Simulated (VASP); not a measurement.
# CO2 (CO2-V) (I-42d) in VASP: further runs

CO2 (CO2-V) is run at these levels: PBE+D3(BJ); tasks: single point, relaxation of cell and atoms.

Everything below comes from runs of VASP 6.6.1. Logs are shortened: lines on timing, memory, paths and dates and some standing lists are left out, and cuts for length are marked.

### 1 The cell of the first run

The structure is tetragonal, space group I-42d (No. 122). Conventional cell: a = 3.454 Å, b = 3.454 Å, c = 5.968 Å, α = 90.00°, β = 90.00°, γ = 90.00°. C (site symmetry -4) has 4 O at 1.35 Å within 1.8 Å. O (site symmetry 2) has 2 C at 1.35 Å within 1.8 Å.

### 2 Single point, PBE+D3(BJ)

INCAR

```
ALGO     = Normal         # electronic algorithm
EDIFF    = 1E-6           # SCF threshold, eV
ENCUT    = 520            # plane-wave cutoff, eV
GGA      = PE             # functional
ISIF     = 2              # what is computed and relaxed
ISMEAR   = 0              # smearing method
IVDW     = 12             # dispersion correction
LASPH    = True           # aspherical terms in the spheres
LCHARG   = False          # write CHGCAR
LREAL    = False          # projectors in reciprocal space
LWAVE    = False          # write WAVECAR
NBANDS   = 25             # bands
NELM     = 100            # most SCF steps
PREC     = Accurate       # precision mode
SIGMA    = 0.01           # smearing width, eV
```

KPOINTS

```
k-points
0
Gamma
  8 8 8
```

POSCAR

```
CO2
1.0
   -1.7272105819      1.7272105819      2.9841383212
    1.7272105819     -1.7272105819      2.9841383212
    1.7272105819      1.7272105819     -2.9841383212
C O
2 4
Direct
    0.0000000000      0.0000000000      0.0000000000
    0.7500000000      0.2500000000      0.5000000000
    0.3750000000      0.3362633428      0.4612633428
    0.6637366572      0.1250000000      1.0387366572
    0.8750000000      0.9137366572      0.5387366572
    0.0862633428      0.6250000000     -0.0387366572
```

Potentials or basis: VASP PAW PBE potentials, release 64 (C, O).

The run is started by

```console
> cat potpaw_PBE.64/C/POTCAR potpaw_PBE.64/O/POTCAR > POTCAR
> mpirun -np 1 vasp_std > vasp.out
```

OUTCAR:

```text
EDIFF = 1E-6
   ENCUT = 520
   GGA = PE
   ISIF = 2
   ISMEAR = 0
   IVDW = 12
   LASPH = True
   LREAL = False
   NELM = 100
   PREC = Accurate
 IVDW          = 12

 ion  position               nearest neighbor table
   1  0.000  0.000  0.000-   3 1.35   4 1.35   5 1.35   6 1.35
   2  0.750  0.250  0.500-   6 1.35   4 1.35   5 1.35   3 1.35
   3  0.375  0.336  0.461-   1 1.35   2 1.35
   4  0.664  0.125  0.039-   1 1.35   2 1.35
   5  0.875  0.914  0.539-   1 1.35   2 1.35
   6  0.086  0.625  0.961-   2 1.35   1 1.35

  LATTYP: Found a body centered tetragonal cell.
 ALAT       =     3.4544211638
 C/A-ratio  =     1.7277211896

  Lattice vectors:

 A1 = (  -1.7272105819,   1.7272105819,   2.9841383212)
 A2 = (   1.7272105819,  -1.7272105819,   2.9841383212)
 A3 = (   1.7272105819,   1.7272105819,  -2.9841383212)

Analysis of symmetry for initial positions (statically):
=====================================================================
 Subroutine PRICEL returns:
 Original cell was already a primitive cell.

 Routine SETGRP: Setting up the symmetry group for a
 body centered tetragonal supercell.

 Subroutine GETGRP returns: Found  8 space group operations
 (whereof  4 operations were pure point group operations)
 out of a pool of 16 trial point group operations.

The static configuration has the point symmetry S_4 .
 The point group associated with its full space group is D_2d.

Analysis of symmetry for dynamics (positions and initial velocities):
=====================================================================
 Subroutine PRICEL returns:
 Original cell was already a primitive cell.

 Routine SETGRP: Setting up the symmetry group for a
 body centered tetragonal supercell.

 Subroutine GETGRP returns: Found  8 space group operations
 (whereof  4 operations were pure point group operations)
 out of a pool of 16 trial point group operations.

The dynamic configuration has the point symmetry S_4 .
 The point group associated with its full space group is D_2d.

 Subroutine INISYM returns: Found  8 space group operations
 (whereof  4 operations are pure point group operations),
 and found     1 'primitive' translations

----------------------------------------------------------------------------------------

                                     Primitive cell

  volume of cell :      35.6098

  direct lattice vectors                    reciprocal lattice vectors
    -1.727210582  1.727210582  2.984138321     0.000000000  0.289484100  0.167552555
     1.727210582 -1.727210582  2.984138321     0.289484100  0.000000000  0.167552555
     1.727210582  1.727210582 -2.984138321     0.289484100  0.289484100  0.000000000

  length of vectors
     3.856370613  3.856370613  3.856370613     0.334477058  0.334477058  0.409392340

  position of ions in fractional coordinates (direct lattice)
     0.000000000  0.000000000  0.000000000
     0.750000000  0.250000000  0.500000000
     0.375000000  0.336263343  0.461263343
     0.663736657  0.125000000  0.038736657
     0.875000000  0.913736657  0.538736657
     0.086263343  0.625000000  0.961263343

  ion indices of the primitive-cell ions
   primitive index   ion index
                 1           1
                 2           2
                 3           3
                 4           4
                 5           5
                 6           6

----------------------------------------------------------------------------------------

 KPOINTS: k-points

Automatic generation of k-mesh.
 Grid dimensions read from file:
 generate k-points for:    8    8    8

 Generating k-lattice:

  Cartesian coordinates                     Fractional coordinates (reciprocal lattice)
     0.000000000  0.036185512  0.020944069     0.125000000 -0.000000000  0.000000000
     0.036185512  0.000000000  0.020944069    -0.000000000  0.125000000  0.000000000
     0.036185512  0.036185512  0.000000000     0.000000000  0.000000000  0.125000000

  Length of vectors
     0.041809632  0.041809632  0.051174042

  Shift w.r.t. Gamma in fractional coordinates (k-lattice)
     0.000000000  0.000000000  0.000000000

 Subroutine IBZKPT returns following result:
 ===========================================

 Found     59 irreducible k-points:

 Following reciprocal coordinates:
            Coordinates               Weight
  0.000000  0.000000  0.000000      1.000000
  0.125000  0.000000 -0.000000      8.000000
  0.250000  0.000000 -0.000000      8.000000
  0.375000  0.000000 -0.000000      8.000000
  0.500000  0.000000 -0.000000      4.000000
  0.125000  0.125000 -0.000000      8.000000
[... 16 lines left out ...]
  0.250000  0.125000  0.125000     16.000000
  0.375000  0.125000  0.125000      8.000000
 [... further k-points ...]
   k-points           NKPTS =     59   k-points in BZ     NKDIM =     59   number of bands    NBANDS=     25
   number of dos      NEDOS =    301   number of ions     NIONS =      6
   total plane-waves  NPLWV =  27000
   dimension x,y,z NGX =    30 NGY =   30 NGZ =   30
   dimension x,y,z NGXF=    60 NGYF=   60 NGZF=   60
   ions per type =               2   4
   NGX,Y,Z   is equivalent  to a cutoff of  12.93, 12.93, 12.93 a.u.
   NGXF,Y,Z  is equivalent  to a cutoff of  25.87, 25.87, 25.87 a.u.
 SYSTEM =  unknown system
   PREC   = accura    normal or accurate (medium, high low for compatibility)
   ISTART =      0    job   : 0-new  1-cont  2-samecut
   ICHARG =      2    charge: 1-file 2-atom 10-const
   ISPIN  =      1    spin polarized calculation?
   LNONCOLLINEAR =      F non collinear calculations
   LSORBIT =      F    spin-orbit coupling
   LASPH  =      T    aspherical Exc in radial PAW
   ENCUT  =  520.0 eV  38.22 Ry    6.18 a.u.   7.17  7.17  7.17*2*pi/ulx,y,z
   NELM   =    100;   NELMIN=  2; NELMDL= -5     # of ELM steps
   EDIFF  = 0.1E-05   stopping-criterion for ELM
   LREAL  =      F    real-space projection
   EDIFFG = 0.1E-04   stopping-criterion for IOM
   NSW    =      0    number of steps for IOM
   IBRION =     -1    ionic relax: 0-MD 1-quasi-New 2-CG
   NFREE  =      0    steps in history (QN), initial steepest desc. (CG)
   ISIF   =      2    stress and relaxation
   ISYM   =      2    0-nonsym 1-usesym 2-fastsym
   POTIM  = 0.5000    time-step for ionic-motion
   TEBEG  =    0.0;   TEEND  =   0.0 temperature during run
   PSTRESS=    0.0 pullay stress
   NELECT =      32.0000    total number of electrons
   NUPDOWN=      -1.0000    fix difference up-down
   EMIN   =  10.00;   EMAX   =-10.00  energy-range for DOS
   EFERMI =   0.00;   METHOD = LEGACY
   ISMEAR =     0;   SIGMA  =   0.01  broadening in eV -4-tet -1-fermi 0-gaus
   EFERMI_NEDOS =   21; number of points for ismear=-14 and -15
   IALGO  =     38    algorithm
   IMIX   =      4    mixing-type and parameters
     AMIX     =   0.40;   BMIX     =  1.00
     AMIX_MAG =   1.60;   BMIX_MAG =  1.00
  volume/ion in A,a.u.               =       5.93        40.05
  Fermi-wavevector in a.u.,A,eV,Ry     =   1.579798  2.985386 33.956914  2.495763
  Thomas-Fermi vector in A             =   2.680123
   LORBIT       =      0    0 simple, 1 ext, 2 COOP (PROOUT), +10 PAW based schemes
   GGA     = PE    functional components
   LHFCALC =     F    Hartree Fock is set to
   AEXX    =    0.0000 exact exchange contribution
   IVDW    =    12    specifies the selected vdW correction
   LEPSILON=     F    determine dielectric tensor
   LRPA    =     F    only Hartree local field effects (RPA)
 non-spin polarized calculation
 Gauss-broadening in eV      SIGMA  =   0.01
  energy-cutoff  :      520.00
  volume of cell :       35.61
 maximum number of plane-waves:       979
 NGX is ok and might be reduce to    30
   NGX = 15   NGY = 15   NGZ = 15

 number of electron      32.0000001 magnetization

 Free energy of the ion-electron system (eV)
  ---------------------------------------------------
  ext. energy  EPLUGINS =         0.00000000
  ---------------------------------------------------
  free energy    TOTEN  =       -41.50173241 eV

  energy without entropy =      -41.50173241  energy(sigma->0) =      -41.50173241

 E-fermi :   5.8405     XC(G=0): -12.8525

 val. band max:        5.7601083331   @ k =  -0.2500   0.3750   0.2500
 cond. band min:      13.1520253676   @ k =   0.0000   0.0000   0.0000
 fundamental gap:      7.3919170346
 Fermi energy:         5.8405346863

 k-point     1 :       0.0000    0.0000    0.0000
  band No.  band energies     occupation
      1     -20.4329      2.00000
      2     -13.9392      2.00000
      3     -13.9392      2.00000
      4     -13.6000      2.00000
      5      -9.1395      2.00000
      6      -4.7276      2.00000
[... 17 lines left out ...]
     24      20.8943      0.00000
     25      23.0366      0.00000

 k-point     2 :       0.1250    0.0000   -0.0000
  band No.  band energies     occupation
      1     -20.2914      2.00000
      2     -14.2662      2.00000
      3     -14.0210      2.00000
      4     -13.6968      2.00000
      5      -8.8243      2.00000
      6      -4.8028      2.00000
[... 17 lines left out ...]
     24      21.1206      0.00000
     25      23.2248      0.00000

 k-point     3 :       0.2500    0.0000   -0.0000
  band No.  band energies     occupation
      1     -19.8881      2.00000
      2     -15.1653      2.00000
      3     -14.1490      2.00000
      4     -13.8347      2.00000
      5      -8.2156      2.00000
      6      -4.8814      2.00000
[... 17 lines left out ...]
     24      21.4689      0.00000
     25      23.4691      0.00000

 k-point     4 :       0.3750    0.0000   -0.0000
  band No.  band energies     occupation
      1     -19.3245      2.00000
      2     -16.1543      2.00000
      3     -14.2120      2.00000
      4     -14.0104      2.00000
      5      -7.7955      2.00000
      6      -4.7950      2.00000
[... 17 lines left out ...]
     24      21.4591      0.00000
     25      23.9638      0.00000

 k-point     5 :       0.5000    0.0000   -0.0000
  band No.  band energies     occupation
      1     -18.9771      2.00000
      2     -16.6614      2.00000
      3     -14.1901      2.00000
      4     -14.1285      2.00000
      5      -7.6761      2.00000
      6      -4.7232      2.00000
[... 17 lines left out ...]
     24      21.2526      0.00000
     25      24.5419      0.00000

 k-point     6 :       0.1250    0.1250   -0.0000
  band No.  band energies     occupation
      1     -20.0757      2.00000
      2     -14.7129      2.00000
      3     -14.1308      2.00000
      4     -13.8628      2.00000
      5      -8.3599      2.00000
      6      -4.9836      2.00000
[... 17 lines left out ...]
     24      20.9100      0.00000
     25      23.3260      0.00000
[... 393 lines left out ...]
 k-point    21 :       0.5000    0.5000   -0.0000
  band No.  band energies     occupation
      1     -17.5873      2.00000
      2     -17.5873      2.00000
      3     -14.5920      2.00000
      4     -14.5920      2.00000
      5      -6.8780      2.00000
      6      -6.8780      2.00000
[... 17 lines left out ...]
     24      21.1987      0.00000
     25      24.1522      0.00000

 k-point    22 :       0.1250    0.1250    0.1250
  band No.  band energies     occupation
      1     -19.4994      2.00000
      2     -15.5515      2.00000
      3     -14.4201      2.00000
      4     -14.0032      2.00000
      5      -7.9197      2.00000
      6      -5.6499      2.00000
[... 17 lines left out ...]
     24      21.1375      0.00000
     25      23.9115      0.00000

 k-point    23 :       0.2500    0.1250    0.1250
  band No.  band energies     occupation
      1     -18.9403      2.00000
      2     -16.3117      2.00000
      3     -14.5557      2.00000
      4     -14.1793      2.00000
      5      -7.5307      2.00000
      6      -5.5750      2.00000
[... 17 lines left out ...]
     24      21.1399      0.00000
     25      24.2639      0.00000

 k-point    24 :       0.3750    0.1250    0.1250
  band No.  band energies     occupation
      1     -18.5804      2.00000
      2     -16.7645      2.00000
      3     -14.5760      2.00000
      4     -14.2738      2.00000
      5      -7.3995      2.00000
      6      -5.4125      2.00000
[... 17 lines left out ...]
     24      20.8590      0.00000
     25      24.7428      0.00000

 [... further k-points ...]

------------------------ aborting loop because EDIFF is reached ----------------------------------------

 Edisp (eV)   -0.80892

 E8    (eV) :    -0.2084

  FORCE on cell =-STRESS in cart. coord.  units (eV):
  Direction    XX          YY          ZZ          XY          YZ          ZX
  --------------------------------------------------------------------------------------
  -------------------------------------------------------------------------------------
  Total      13.89597    13.89597    13.92911     0.00000     0.00000     0.00000
  in kB     625.21558   625.21558   626.70699     0.00000     0.00000     0.00000
  external pressure =      625.71 kB  Pullay stress =        0.00 kB

 VOLUME and BASIS-vectors are now :
 -----------------------------------------------------------------------------
  energy-cutoff  :      520.00
  volume of cell :       35.61
      direct lattice vectors                 reciprocal lattice vectors
    -1.727210582  1.727210582  2.984138321     0.000000000  0.289484100  0.167552555
     1.727210582 -1.727210582  2.984138321     0.289484100  0.000000000  0.167552555
     1.727210582  1.727210582 -2.984138321     0.289484100  0.289484100  0.000000000

 POSITION                                       TOTAL-FORCE (eV/Angst)
 -----------------------------------------------------------------------------------
      0.00000      0.00000      0.00000        -0.000000      0.000000      0.000000
     -0.00000      1.72721      1.49207        -0.000000      0.000000      0.000000
      0.72979      0.86361      0.74603         0.134922     -0.000000      0.000000
     -0.86361      0.99742      2.23810        -0.000000     -0.134922      0.000000
      0.99742      0.86361      3.73017        -0.134922      0.000000      0.000000
      2.59082      0.72979     -0.74603        -0.000000      0.134922      0.000000
 -----------------------------------------------------------------------------------
    total drift:                               -0.000001     -0.000001     -0.000000

  FREE ENERGIE OF THE ION-ELECTRON SYSTEM (eV)
  ---------------------------------------------------
  free  energy   TOTEN  =       -42.3106520255 eV

  energy  without entropy=      -42.3106520255  energy(sigma->0) =      -42.31065203
```

It took 32 s on 1 thread of Intel Xeon 6975P-C (Granite Rapids), shared host; peak memory 0.2 GiB.

Results:

| Quantity | Value |
| --- | --- |
| Free energy | -42.3107 eV |
| Pressure | 62.6 GPa |
| Largest force | 0.135 eV/Å |
| Band gap on the k mesh | 7.39 eV, indirect (least direct gap 7.59 eV) |
| Dispersion energy per atom | -0.135 eV |

Forces in eV/Å, atoms in the order of the input:
```
C    0.000  0.000  0.000
C    0.000  0.000  0.000
O    0.135  0.000  0.000
O    0.000 -0.135  0.000
O   -0.135  0.000  0.000
O    0.000  0.135  0.000
```

A k mesh can miss the band edges. Expect the measured gap to be larger: semilocal functionals such as PBE lack the derivative discontinuity.

### 3 Relaxation of cell and atoms, PBE+D3(BJ), target pressure 60 GPa, at which the enthalpy is minimised

This run uses another cell than the first one, of 6.32 Å³/atom, 1.066 times its volume.

INCAR

```
SYSTEM = CO2
PREC     = Accurate       ! precision mode
ENCUT    = 600            ! plane-wave cutoff, eV
EDIFF    = 1E-7           ! SCF threshold, eV
ISMEAR   = 0              ! smearing method
SIGMA    = 0.01           ! smearing width, eV
LREAL    = .FALSE.        ! projectors in reciprocal space
LASPH    = .TRUE.         ! aspherical terms in the spheres
NELM     = 100            ! most SCF steps
ALGO     = Normal         ! electronic algorithm
ISIF     = 3              ! what is computed and relaxed
LWAVE    = .FALSE.        ! write WAVECAR
LCHARG   = .FALSE.        ! write CHGCAR
GGA      = PE             ! functional
IVDW     = 12             ! dispersion correction
IBRION   = 2              ! ionic algorithm
NSW      = 80             ! ionic steps
EDIFFG   = -0.003         ! ionic threshold
PSTRESS  = 600.0
```

KPOINTS

```
regular mesh
0
G
  8 8 8
  0 0 0
```

POSCAR

```
CO2
1.0
   -1.8081000000      1.8081000000      2.9017000000
    1.8081000000     -1.8081000000      2.9017000000
    1.8081000000      1.8081000000     -2.9017000000
C O
2 4
Direct
    0.0000000000      0.0000000000      0.0000000000
    0.7500000000      0.2500000000      0.5000000000
    0.3750000000      0.3950000000      0.5200000000
    0.6050000000      0.1250000000      0.9800000000
    0.8750000000      0.8550000000      0.4800000000
    0.1450000000      0.6250000000      0.0200000000
```

Potentials or basis: VASP PAW PBE potentials, release 64 (C, O).

The run is started by

```console
> cat potpaw_PBE.64/C/POTCAR potpaw_PBE.64/O/POTCAR > POTCAR
> mpirun -np 1 vasp_std > vasp.out
```

It took 3.9 min on 1 thread of Intel Xeon 6975P-C (Granite Rapids), shared host; peak memory 0.22 GiB.

Results (log left out):

| Quantity | Value |
| --- | --- |
| Free energy | -42.3653 eV |
| Relaxed volume | 5.94 Å³/atom |
| Relaxed cell | a = 3.863 Å, b = 3.863 Å, c = 3.863 Å, α = 126.98°, β = 126.98°, γ = 78.29° |
| Space group after relaxing (to 0.05 Å) | I-42d (No. 122) |
| Energy change on relaxing (the enthalpy is what falls) | -580.7 meV/atom |
| Ionic steps | 17 |
| Pressure after relaxing | 60.0 GPa |
| Band gap on the k mesh | 7.36 eV, indirect (least direct gap 7.57 eV) |
| Dispersion energy per atom | -0.135 eV |

Step by step:
```
step  energy change (eV)  largest force (eV/Å)  pressure (GPa)  volume (Å³)
   1              0.0000                7.7125           -0.45        37.95
   2             14.4425               18.9511          482.67        26.14
   3             -1.7350                2.9237           77.30        32.88
   4             -1.6542                2.0391           90.33        32.41
   5             -1.5681                1.5120           98.23        32.15
   6             -3.7086                1.0846           58.42        36.50
   7             -3.3113                0.4837           67.85        35.22
   8             -3.6907                0.9561           44.89        36.37
   9             -3.4665                0.0115           59.87        35.59
  10             -3.4638                0.0020           60.02        35.58
  11             -3.4634                0.0064           60.10        35.58
  12             -3.4620                0.0183           60.30        35.58
  13             -3.4614                0.0222           60.37        35.57
  14             -3.4798                0.0193           59.93        35.62
  15             -3.4847                0.0185           59.81        35.64
  16             -3.4830                0.0235           60.22        35.63
  17             -3.4840                0.0001           60.00        35.63
```

Final structure:
```xyz
6
Lattice="-1.7244 1.7244 2.9960 1.7244 -1.7244 2.9960 1.7244 1.7244 -2.9960" Properties=species:S:1:pos:R:3 pbc="T T T"
C     0.0000    0.0000    0.0000
C     0.0000    1.7244    1.4980
O     0.7327    0.8622    0.7490
O    -0.8622    0.9917    2.2470
O     0.9917    0.8622    3.7451
O     2.5866    0.7327   -0.7490
```

Levels at points of the mesh, in eV from the valence-band top:
| k point | band 13 | band 14 | band 15 | band 16 | band 17 | band 18 | band 19 | band 20 |
| --- | --- | --- | --- | --- | --- | --- | --- | --- |
| (0.00, 0.00, 0.00) | -2.27 | -0.39 | -0.39 | -0.20 | 7.36 | 10.44 | 10.44 | 11.47 |
| (0.50, 0.00, 0.00) | -1.98 | -1.64 | -0.48 | -0.30 | 9.13 | 10.77 | 10.99 | 11.54 |
| (0.50, 0.50, 0.00) | -0.91 | -0.91 | -0.33 | -0.33 | 10.25 | 10.25 | 11.23 | 11.23 |
| (0.50, 0.50, 0.50) | -2.99 | -2.99 | -0.40 | -0.40 | 8.34 | 8.34 | 11.00 | 11.00 |

Caveat: the cell is relaxed towards a set pressure, so the enthalpy falls and the energy may rise. PBE gaps usually lie below the measured ones, often by a third to a half.
